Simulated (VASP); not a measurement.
## InSb (CsCl type): relaxation of cell and atoms with PBE

InSb (CsCl type):

```
CELL_PARAMETERS angstrom
3.40331 0.00000 0.00000
0.00000 3.40331 0.00000
0.00000 0.00000 3.40331
ATOMIC_POSITIONS crystal
In 0.00000 0.00000 0.00000
Sb 0.50000 0.50000 0.50000
```

```json
{
  "Program": "VASP 6.6.1",
  "Task": "relaxation of cell and atoms",
  "Functional": "PBE",
  "Potentials or basis": "VASP PAW PBE potentials, release 64 (In_d, Sb)",
  "Cutoff": "500 eV",
  "k mesh": "11 × 11 × 11",
  "Occupations": "fermi-dirac, width 0.08 eV",
  "Spin": "no spin polarisation",
  "Dipole correction": "no",
  "Further INCAR settings": "ALGO = Normal; EDIFF = 1e-07; IBRION = 2; EDIFFG = -0.005; NSW = 60; ISIF = 3"
}
```

```json
{
 "Relaxed volume": "27.53 Å³/atom",
 "Relaxed cell": "a = 3.804 Å, b = 3.804 Å, c = 3.804 Å, α = 90.00°, β = 90.00°, γ = 90.00°",
 "Space group after relaxing (to 0.1 Å)": "Pm-3m (No. 221)",
 "Energy gained by relaxing": "605.7 meV/atom",
 "Ionic steps": "5",
 "Pressure after relaxing": "0.0 GPa",
 "Band gap on the k mesh": "zero (bands 9 and 10 overlap by 3.30 eV)"
}
```

The path:
```tsv
step	energy change (eV)	largest force (eV/Å)	pressure (GPa)	volume (Å³)
1	0.0000	0.0000	34.64	39.42
2	-0.8835	0.0000	-6.02	69.07
3	-1.2111	0.0000	0.26	54.76
4	-1.2113	0.0000	-0.10	55.19
5	-1.2114	0.0000	0.00	55.06
```

Final structure:
```xyz
2
Lattice="3.8044 0.0000 0.0000 0.0000 3.8044 0.0000 0.0000 0.0000 3.8044" Properties=species:S:1:pos:R:3 pbc="T T T"
In    3.8044    0.0000    3.8044
Sb    1.9022    1.9022    1.9022
```

Levels at points of the mesh, in eV from the Fermi level:
```
           k point  band 5  band 6  band 7  band 8  band 9  band 10  band 11  band 12  band 13
(0.00, 0.00, 0.00)  -14.39  -11.30   -2.15   -0.61   -0.61    -0.61     4.11     4.11     8.26
```

Wall time 3.4 min on 1 thread of Intel Xeon 8259CL, with other jobs on the host, peak memory 0.18 GiB.

Caveat: the volume moved by over 15 % at a fixed basis, so the end points are rough; spin-orbit coupling is left out, which moves the levels of the heavy elements.
